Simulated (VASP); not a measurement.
**Y: single point with PBE**

Y:

```
Y
1.0
     3.65332    0.00000    0.00000
    -1.82666    3.16387    0.00000
     0.00000    0.00000    5.69588
Y
2
Direct
  0.66667 0.33333 0.75000
  0.33333 0.66667 0.25000
```

- Program: VASP 6.6.1
- Task: single point
- Functional: PBE
- Potentials or basis: VASP PAW PBE potentials, release 64 (Y_sv)
- Cutoff: 520 eV
- k mesh: 8 × 8 × 5
- Occupations: fermi-dirac, width 0.05 eV
- Spin: no spin polarisation

The pressure is -0.1 GPa and the band gap on the k mesh is zero (bands 11 and 12 overlap by 1.38 eV).

Levels at points of the mesh, in eV from the Fermi level:
```csv
k point,band 8,band 9,band 10,band 11,band 12,band 13,band 14,band 15
"(0.00, 0.00, 0.00)",-22.36,-4.67,-1.83,0.93,1.75,1.75,2.10,2.37
"(0.50, 0.00, 0.00)",-22.45,-1.66,-1.17,-0.79,-0.11,1.43,1.46,2.10
```

It took 2 min on 1 thread of Oxide Virtual Turin-like Processor (shared host), peak memory 0.17 GiB.
